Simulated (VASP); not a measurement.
Wanted: the native input for a VASP 6.6.1 run.

```
Task                   : single point
Functional             : r2SCAN
Potentials or basis    : VASP PAW PBE potentials, release 64 (C)
Cutoff                 : 520 eV
k mesh                 : 12 × 12 × 10
Occupations            : gaussian, width 0.05 eV
Spin                   : no spin polarisation
Dipole correction      : no
Further INCAR settings : ALGO = Normal; EDIFF = 1e-06; NBANDS = 16; ISYM = 0
```

C:

```
CELL_PARAMETERS angstrom
0.00000 -1.78014 -1.78014
-1.78014 0.00000 -1.78014
1.78014 1.78014 -3.56028
ATOMIC_POSITIONS crystal
C 0.73624 0.75688 0.75000
C 0.26376 0.24312 0.25000
C 0.36124 0.38188 0.87500
C 0.88876 0.86812 0.37500
```

This cell differs from its parent crystal: atoms displaced along a vibrational mode.

These files were run (other wordings do the same):

POSCAR

```
C
1.0
    0.0000000000     -1.7801417069     -1.7801417069
   -1.7801417069      0.0000000000     -1.7801417069
    1.7801417069      1.7801417069     -3.5602834138
C
4
Direct
    0.7362399152      0.7568800395      0.7500000059
    0.2637600848      0.2431199605      0.2499999941
    0.3612399152      0.3818800395      0.8750000059
    0.8887600848      0.8681199605      0.3749999941
```

INCAR.step1

```
SYSTEM = C
ALGO = Normal ; EDIFF = 1E-4
ENCUT = 520 ; GGA = PE
ISMEAR = 0 ; ISYM = 0
LASPH = .True. ; LCHARG = .False.
LREAL = .False. ; LWAVE = .True.
NBANDS = 16 ; NELM = 60
PREC = Accurate ; SIGMA = 0.05
```

INCAR.step2

```
SYSTEM = C
ALGO = Normal ; EDIFF = 1E-6
ENCUT = 520 ; ISIF = 2
ISMEAR = 0 ; ISTART = 1
ISYM = 0 ; LASPH = .True.
LCHARG = .True. ; LELF = .True.
LMIXTAU = .True. ; LREAL = .False.
LVHAR = .True. ; LWAVE = .False.
METAGGA = R2SCAN ; NBANDS = 16
NELM = 60 ; PREC = Accurate
SIGMA = 0.05
```

KPOINTS

```
k-points
0
Gamma
  12 12 10
  0 0 0
```

Potentials or basis: VASP PAW PBE potentials, release 64 (C).

Command:

```console
$ cat potpaw_PBE.64/C/POTCAR > POTCAR
$ cp INCAR.step1 INCAR
$ mpirun -np 1 vasp_std > vasp.out
$ cp INCAR.step2 INCAR
$ mpirun -np 1 vasp_std > vasp.out
```

It gave:

| Item | Value |
| --- | --- |
| Pressure | 1.1 GPa |
| Largest force | 0.417 eV/Å |
| Band gap on the k mesh | 4.36 eV |

Caveat: the cell differs from its parent crystal (atoms displaced along a vibrational mode); the PAW data sets were made with another functional, which shifts forces and pressure a little.

Wall time 9.7 min on 1 thread of Intel Xeon 8259CL (shared host), peak memory 0.26 GiB.
